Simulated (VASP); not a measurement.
# CuI (I4/mmm) in VASP: notebook, part 2 of 2

VASP 6.6.1. The steps go on from the part before.

### 4 Single point, PBEsol (strain +0.0500 x Voigt [0, 1, 0, 0, 0, 0])

Contents of INCAR:

```
SYSTEM = CuI
PREC = Accurate ; ENCUT = 520
EDIFF = 1E-6 ; ISMEAR = 0
SIGMA = 0.15 ; LREAL = .FALSE.
LASPH = .TRUE. ; NELM = 80
ALGO = Normal ; ISIF = 2
LWAVE = .FALSE. ; LCHARG = .FALSE.
GGA = PS ; NBANDS = 16
```

Contents of KPOINTS:

```
regular mesh
0
G
  14 14 14
  0 0 0
```

Contents of POSCAR:

```
CuI
1.0
    0.0000000000      3.0051934500      2.8620890000
    2.8620890000      0.0000000000      2.8620890000
    2.8620890000      3.0051934500      0.0000000000
Cu I
1 1
Direct
    0.0000000000      0.0000000000      0.0000000000
    0.5000000000      0.5000000000      0.5000000000
```

Potentials or basis: VASP PAW PBE potentials, release 64 (Cu, I).

The run is started by

```console
cat potpaw_PBE.64/Cu/POTCAR potpaw_PBE.64/I/POTCAR > POTCAR
mpirun -np 1 vasp_std > vasp.out
```

OUTCAR:

```text
SYSTEM = CuI
   PREC = Accurate
   ENCUT = 520
   EDIFF = 1E-6
   ISMEAR = 0
   LREAL = .FALSE.
   LASPH = .TRUE.
   NELM = 80
   ISIF = 2
   GGA = PS

 ion  position               nearest neighbor table
   1  0.000  0.000  0.000-   2 2.86   2 2.86   2 2.86   2 2.86   2 3.01   2 3.01
   2  0.500  0.500  0.500-   1 2.86   1 2.86   1 2.86   1 2.86   1 3.01   1 3.01

  LATTYP: Found a body centered tetragonal cell.
 ALAT       =     4.0476050805
 C/A-ratio  =     1.4849242405

  Lattice vectors:

 A1 = (   0.0000000000,  -3.0051934500,   2.8620890000)
[... 643 lines left out ...]

  FORCE on cell =-STRESS in cart. coord.  units (eV):
  Direction    XX          YY          ZZ          XY          YZ          ZX
  --------------------------------------------------------------------------------------
  -------------------------------------------------------------------------------------
  Total       -1.4400660     -1.4286426     -1.4400660      0.0000000      0.0000000      0.0000000
  in kB      -46.8623747    -46.4906359    -46.8623747      0.0000000      0.0000000      0.0000000
  external PRESSURE =     -46.7384618 kB  Pullay stress =       0.0000000 kB

 VOLUME and BASIS-vectors are now :
 -----------------------------------------------------------------------------
  energy-cutoff  :      520.00
  volume of cell :       49.23
      direct lattice vectors                 reciprocal lattice vectors
     0.000000000  3.005193450  2.862089000    -0.174697572  0.166378640  0.174697572
     2.862089000  0.000000000  2.862089000     0.174697572 -0.166378640  0.174697572
     2.862089000  3.005193450  0.000000000     0.174697572  0.166378640 -0.174697572

 POSITION                                       TOTAL-FORCE (eV/Angst)
 -----------------------------------------------------------------------------------
      0.00000      0.00000      0.00000        -0.000000     -0.000000      0.000000
      2.86209      3.00519      2.86209         0.000000      0.000000      0.000000
 -----------------------------------------------------------------------------------
    total drift:                                0.000000     -0.000000     -0.000000

  FREE ENERGIE OF THE ION-ELECTRON SYSTEM (eV)
  ---------------------------------------------------
  free  energy   TOTEN  =        -5.8321415722 eV

  energy  without entropy=       -5.8270334189  energy(sigma->0) =       -5.82958750
```

OSZICAR:

```text
N       E                     dE             d eps       ncg     rms          rms(c)
DAV:   1     0.968653148862E+02    0.96865E+02   -0.79020E+03  7856   0.124E+03
DAV:   2     0.180167586849E+00   -0.96685E+02   -0.88415E+02  8384   0.231E+02
DAV:   3    -0.592931543597E+01   -0.61095E+01   -0.59833E+01 10480   0.623E+01
DAV:   4    -0.610443857133E+01   -0.17512E+00   -0.17506E+00 10032   0.929E+00
DAV:   5    -0.610990586627E+01   -0.54673E-02   -0.54672E-02 11656   0.168E+00    0.723E+00
DAV:   6    -0.609969055166E+01    0.10215E-01   -0.40050E+00  8168   0.495E+01    0.438E+00
DAV:   7    -0.583205441564E+01    0.26764E+00   -0.10357E+00  8528   0.333E+01    0.195E+00
DAV:   8    -0.583719767622E+01   -0.51433E-02   -0.69996E-02 11432   0.502E+00    0.891E-01
DAV:   9    -0.583209052141E+01    0.51072E-02   -0.18927E-02 10168   0.367E+00    0.182E-01
DAV:  10    -0.583254195689E+01   -0.45144E-03   -0.12566E-03 10912   0.935E-01    0.226E-01
DAV:  11    -0.583213049751E+01    0.41146E-03   -0.15659E-03  9392   0.112E+00    0.221E-02
DAV:  12    -0.583214100170E+01   -0.10504E-04   -0.10594E-04  9752   0.636E-02    0.221E-02
DAV:  13    -0.583214157222E+01   -0.57052E-06   -0.24373E-06 10168   0.200E-02
   1 F= -.58321416E+01 E0= -.58295875E+01  d E =-.510815E-02
```

stdout:

```text
POSCAR found type information on POSCAR CuI
 POSCAR found :  2 types and       2 ions
 scaLAPACK will be used
 -----------------------------------------------------------------------------
|                                                                             |
|                                                                             |
|     You enforced a specific xc type in the INCAR file but a different       |
|     I HOPE YOU KNOW WHAT YOU ARE DOING!                                     |
|                                                                             |
 -----------------------------------------------------------------------------

 LDA part: xc-table for (Slater+PW92), standard interpolation
 POSCAR, INCAR and KPOINTS ok, starting setup
 FFT: planning ... GRIDC
 FFT: planning ... GRID_SOFT
 FFT: planning ... GRID
 WAVECAR not read
 entering main loop
```

Wall time 1.7 min (1 thread of Intel Xeon Platinum 8259CL at 2.50GHz (Skylake/Cascade Lake), shared host); peak memory 0.34 GiB.

What came out:

```
Free energy            : -5.8321 eV
Pressure               : -4.7 GPa
Band gap on the k mesh : zero (band 9 reaches 5.56 eV, above the bottom of band 10 at 4.98 eV)
```

Caveat: the cell differs from its parent crystal (strain +0.0500 x Voigt [0, 1, 0, 0, 0, 0]); the PAW data sets were made with another functional, which shifts forces and pressure a little; spin-orbit coupling is left out, which moves the levels of the heavy elements; semilocal functionals often make such compounds metallic where correlation or magnetic order opens a gap, which also shifts bond lengths.

### 5 Summary

| cell | gap on the mesh (eV) | pressure (GPa) |
| --- | --- | --- |
| a = 3.997, b = 4.048 Å, angles 59.6, 60.8, 59.6°, 2 atoms | none | -1.9 |
| a = 4.099, b = 4.048 Å, angles 60.4, 59.2, 60.4°, 2 atoms | none | -4.0 |
| a = 4.150, b = 4.048 Å, angles 60.8, 58.4, 60.8°, 2 atoms | none | -4.7 |

Alike in all rows: task single point; level PBEsol; potentials or basis VASP PAW PBE potentials, release 64 (Cu, I); no spin polarisation; k mesh 14 × 14 × 14; cutoff (eV) 520; smearing gaussian 0.15 eV.

Caveats: the PAW data sets were made with another functional, which shifts forces and pressure a little; spin-orbit coupling is left out, which moves the levels of the heavy elements; semilocal functionals often make such compounds metallic where correlation or magnetic order opens a gap, which also shifts bond lengths.

Total energies depend on the potentials used, so only differences within one code and one set of settings carry meaning.
